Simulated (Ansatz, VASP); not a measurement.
**Two plane-wave programs on SbSe**

```xyz
2
Lattice="0.0000 3.0153 3.0153 3.0153 0.0000 3.0153 3.0153 3.0153 0.0000" Properties=species:S:1:pos:R:3 pbc="T T T"
Sb    0.0000    0.0000    0.0000
Se    3.0153    3.0153    3.0153
```

Alike in both runs: task relaxation of cell and atoms; functional PBE; k mesh 16 × 16 × 16; occupations gaussian, width 0.1 eV; no spin polarisation.

|  | VASP | Ansatz |
| --- | --- | --- |
| version | VASP 6.6.1 | Ansatz 0.2.0 |
| potentials or method | VASP PAW PBE potentials, release 64 (Sb, Se), cutoff 600 eV | scalar-relativistic, plane waves, PAW |
| valence electrons in the cell | 11 | 31 |

```csv
,VASP,Ansatz,Ansatz less VASP
"gap on the k mesh at the Fermi level, each at its own relaxed structure (eV)",none,none,-
relaxed volume (Å³/atom),26.93,26.99,+0.059
relaxed cell length with the largest relative difference (Å),4.239,4.242,+0.0031
```

A gap of «none» marks a metal or a gap that the smearing closes. VASP's potentials hold 11 valence electrons a cell and Ansatz's 31, so a difference there can come from the potentials and not from the codes.

Spin-orbit coupling is off throughout.
